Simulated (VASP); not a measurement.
HfSi4:

```
Hf Si
1.0
    -2.69900    2.69900    2.69900
     2.69900   -2.69900    2.69900
     2.69900    2.69900   -2.69900
Hf Si
1 4
Direct
  0.00000 0.00000 0.00000
  0.00000 0.00000 0.50000
  0.00000 0.50000 0.00000
  0.50000 0.00000 0.00000
  0.50000 0.50000 0.50000
```

The cell was generated, and may not be a known phase.

* Program: VASP 6.6.1
* Task: relaxation of cell and atoms
* Functional: PBE
* Potentials or basis: VASP PAW PBE potentials, release 64 (Hf_pv, Si)
* Cutoff: 600 eV
* k mesh: 4 × 4 × 4
* Occupations: gaussian, width 0.1 eV
* Spin: no spin polarisation

At the start: pressure 36.2 GPa; volume 15.73 Å³/atom.

Q: Where does the relaxation end?

A: Over 4 steps the energy falls by 423.6 meV/atom and the volume is 20.41 Å³/atom (+29.7 %); space group Im-3m (No. 229, to 0.1 Å) before and after.

Step by step:
```csv
step,energy change (eV),largest force (eV/Å),pressure (GPa),volume (Å³)
1,0.0000,0.0000,36.18,78.64
2,-1.2257,0.0000,-10.08,126.39
3,-2.1157,0.0000,-0.83,102.80
4,-2.1182,0.0000,-0.22,102.03
```

Final structure:
```
Hf Si
1.0
    -2.94363    2.94363    2.94363
     2.94363   -2.94363    2.94363
     2.94363    2.94363   -2.94363
Hf Si
1 4
Cartesian
  0.0000 0.0000 0.0000
  1.4718 1.4718 -1.4718
  1.4718 -1.4718 1.4718
  -1.4718 1.4718 1.4718
  1.4718 1.4718 1.4718
```

Caveat: the k points lie up to 0.38 Å⁻¹ apart in the final cell, too coarse for converged energies and pressures of a metal; the volume moved by over 15 % at a fixed basis, so the end points are rough.
